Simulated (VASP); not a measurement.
A run of VASP 6.6.1 is set up as follows.

The input INCAR:

```
SYSTEM = CaI2
PREC     = Accurate       ! precision mode
ENCUT    = 520            ! plane-wave cutoff, eV
EDIFF    = 1E-8           ! SCF threshold, eV
ISMEAR   = -1             ! smearing method
SIGMA    = 0.03           ! smearing width, eV
LREAL    = .False.        ! projectors in reciprocal space
LASPH    = .True.         ! aspherical terms in the spheres
NELM     = 80             ! most SCF steps
ALGO     = Normal         ! electronic algorithm
ISIF     = 2              ! what is computed and relaxed
LWAVE    = .False.        ! write WAVECAR
LCHARG   = .False.        ! write CHGCAR
GGA      = CA             ! functional
LEFG     = .True.       
NBANDS   = 19             ! bands
```

File KPOINTS:

```
regular mesh
0
Gamma
  7 7 4
  0 0 0
```

Contents of POSCAR:

```
CaI2
1.0
    3.7679595468      0.0000000000      0.0000000000
   -1.8839797734      3.2631486880      0.0000000000
    0.0000000000      0.0000000000      6.2497384280
Ca I
1 2
Direct
    0.0000000000      0.0000000000      0.0000000000
    0.3333333333      0.6666666667      0.2927857377
    0.6666666667      0.3333333333      0.7072142623
```

Potentials or basis: VASP PAW LDA potentials, release 64 (Ca_sv, I).

Run with:

```console
$ cat potpaw_LDA.64/Ca_sv/POTCAR potpaw_LDA.64/I/POTCAR > POTCAR
$ mpirun -np 1 vasp_std > vasp.out
```

(1) Estimate the band gap on the k mesh.

(2) Predict the pressure.

(3) Predict the largest force.

Answers

(1) 1.76 eV (least direct gap 2.77 eV).

(2) 17.5 GPa.

(3) 0.044 eV/Å.

Caveat: the cell stands under pressure; without QUAD_EFG the Cq values of the log hold for a quadrupole moment of 1 mb, not for the nuclei; spin-orbit coupling is left out, which moves the levels of the heavy elements; an odd mesh through Γ misses points on the zone boundary, where band edges can lie.
